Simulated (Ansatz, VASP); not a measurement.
One calculation of Pt, two programs

```xyz
1
Lattice="0.0000 1.9474 1.9474 1.9474 0.0000 1.9474 1.9474 1.9474 0.0000" Properties=species:S:1:pos:R:3 pbc="T T T"
Pt    0.0000    0.0000    0.0000
```

Alike in both runs: task single point; functional LDA; k mesh 14 × 14 × 14; occupations methfessel-paxton of order 1, width 0.6 eV; no spin polarisation.

|  | VASP | Ansatz |
| --- | --- | --- |
| version | VASP 6.6.1 | Ansatz 0.2.0 |
| potentials or method | VASP PAW LDA potentials, release 64 (Pt), cutoff 520 eV | plane waves (420 eV) with PAW, scalar-relativistic |
| valence electrons in the cell | 10 | 18 |

Ansatz gave:

* pressure (GPa): 0.0

Q: What did VASP give for the same quantities?

A: Pressure (GPa): 0.7.

Ansatz warns that its potentials were made for another functional, while VASP's fit it. LDA's correlation is that of Perdew and Zunger in VASP and of Perdew and Wang (1992) in Ansatz. VASP's potentials hold 10 valence electrons a cell and Ansatz's 18, so a difference there can come from the potentials and not from the codes.

Spin-orbit coupling is off throughout.
